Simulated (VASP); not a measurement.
Wanted: the native input for a VASP 6.6.1 run.

```yaml
Task: single point
Functional: PBE
Potentials_or_basis: VASP PAW PBE potentials, release 64 (Pb_d)
Cutoff: 520 eV
k_mesh: 19 × 19 × 19
Occupations: fermi-dirac, width 0.0612256 eV
Spin: no spin polarisation
Dipole_correction: no
Further_INCAR_settings: ALGO = Normal; EDIFF = 1e-06; NBANDS = 13
```

The structure of Pb lies in POSCAR:

```
Pb
1.0
   -1.9865455291      1.9865455291      1.9865455291
    1.9865455291     -1.9865455291      1.9865455291
    1.9865455291      1.9865455291     -1.9865455291
Pb
1
Direct
    0.0000000000      0.0000000000      0.0000000000
```

One way to write it, as run:

INCAR

```
  PREC = Accurate
  ENCUT = 520
  EDIFF = 1E-6
  ISMEAR = -1
  SIGMA = 0.06122561905347299
  LREAL = F
  LASPH = T
  NELM = 80
  ALGO = Normal
  ISIF = 2
  LWAVE = F
  LCHARG = F
  GGA = PE
  NBANDS = 13
```

KPOINTS

```
regular mesh
0
Gamma
  19 19 19
```

Potentials or basis: VASP PAW PBE potentials, release 64 (Pb_d).

Run with:

```sh
$ cat potpaw_PBE.64/Pb_d/POTCAR > POTCAR
$ mpirun -np 1 vasp_std > vasp.out
```

It gave:

The pressure is 0.7 GPa and the band gap on the k mesh is zero (band 7 reaches 14.26 eV, above the bottom of band 8 at 5.00 eV).

Caveat: spin-orbit coupling is left out, which moves the levels of the heavy elements.

Run time: 54 s on 1 thread of Intel(R) Xeon(R) Platinum 8375C CPU @ 2.90GHz (Ice Lake), on a shared host, peak memory 0.22 GiB.
